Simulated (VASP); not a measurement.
A run of VASP 6.6.1 is set up as follows.

The input INCAR:

```
PREC = Accurate
ENCUT = 520
EDIFF = 1E-6
ISMEAR = 0
SIGMA = 0.1
LREAL = False
LASPH = True
NELM = 80
ALGO = Normal
ISIF = 2
LWAVE = False
LCHARG = False
GGA = PE
NBANDS = 16
```

The input KPOINTS:

```
regular mesh
0
Gamma
  4 4 4
```

The input POSCAR:

```
Mg2B
1.0
    0.0000000000      3.8533615716      3.8533615716
    3.8533615716      0.0000000000      3.8533615716
    3.8533615716      3.8533615716      0.0000000000
Mg B
4 2
Direct
    0.6250000000      0.6250000000      0.6250000000
    0.1250000000      0.6250000000      0.6250000000
    0.6250000000      0.6250000000      0.1250000000
    0.6250000000      0.1250000000      0.6250000000
    0.0000000000      0.0000000000      0.0000000000
    0.2500000000      0.2500000000      0.2500000000
```

Potentials or basis: VASP PAW PBE potentials, release 64 (Mg, B).

The run is started by

```console
$ cat potpaw_PBE.64/Mg/POTCAR potpaw_PBE.64/B/POTCAR > POTCAR
$ mpirun -np 1 vasp_std > vasp.out
```

Q: Estimate the band gap on the k mesh.

A: Zero (band 7 reaches 3.90 eV, above the bottom of band 8 at 1.76 eV).

Q: What does it give for the pressure?

A: 0.3 GPa.
